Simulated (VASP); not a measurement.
The system is MnSe.

```xyz
2
Lattice="0.0000 2.7200 2.7200 2.7200 0.0000 2.7200 2.7200 2.7200 0.0000" Properties=species:S:1:pos:R:3 pbc="T T T"
Mn    0.0000    0.0000    0.0000
Se    2.7200    2.7200    2.7200
```

Base run:

```yaml
Program: VASP 6.6.1
Functional: LDA
Potentials_or_basis: VASP PAW LDA potentials, release 64 (Mn_pv, Se)
Cutoff: 520 eV
k_mesh: 11 × 11 × 11
Occupations: fermi-dirac, width 0.05 eV
Spin: collinear spin, ferromagnetic start
Starting_moments: "[2.8, 0.0] μB"
Hubbard_terms: Mn d U = 6.0 eV
```

Its results: band gap on the k mesh 0.57 eV, indirect (least direct gap 2.06 eV); pressure -0.6 GPa; net moment 5.00 μB per cell; site moments Mn +4.62; Se +0.07 μB.

**Question.** The run is repeated on the same cell with these changes: hubbard terms from Mn d U = 6.0 eV to Mn d U = 4.0 eV. What comes out?

**Answer.** Band gap on the k mesh 0.30 eV, indirect (least direct gap 1.93 eV); pressure -1.9 GPa; net moment 5.00 μB per cell; site moments Mn +4.55; Se +0.10 μB.

Caveats: a cell with one magnetic atom can't hold antiferromagnetic order, which such compounds often take.

A k mesh can miss the band edges.
